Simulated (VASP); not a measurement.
Crystal: CdF2.

```xyz
3
Lattice="0.0000 2.6942 2.6942 2.7737 0.0000 2.6942 2.7737 2.6942 0.0000" Properties=species:S:1:pos:R:3 pbc="T T T"
Cd    0.0000    0.0000    0.0000
F     1.3868    1.3471    1.3471
F     4.1605    4.0413    4.0413
```

This cell differs from its parent crystal: uniaxial x strain +3.0%.

Base run:

```yaml
Program: VASP 6.6.1
Functional: PBE
Potentials_or_basis: VASP PAW PBE potentials, release 64 (Cd_sv_GW, F)
Cutoff: 600 eV
k_mesh: 8 × 8 × 8
Occupations: fermi-dirac, width 0.02 eV
Spin: no spin polarisation
```

Its results: band gap on the k mesh 2.94 eV, indirect (least direct gap 3.46 eV); pressure 1.4 GPa.

Q: The run is repeated on the same cell with these changes: potentials or basis from VASP PAW PBE potentials, release 64 (Cd_sv_GW, F) to VASP PAW PBE potentials, release 64 (Cd, F); cutoff from 600 eV to 520 eV; further incar settings from ALGO = Normal; EDIFF = 1e-06; NBANDS = 24 to ALGO = Normal; EDIFF = 1e-06; NBANDS = 20; valence electrons from 34 to 26. What comes out?

A: Band gap on the k mesh 2.93 eV, indirect (least direct gap 3.44 eV); pressure 2.8 GPa.

A k mesh can miss the band edges.
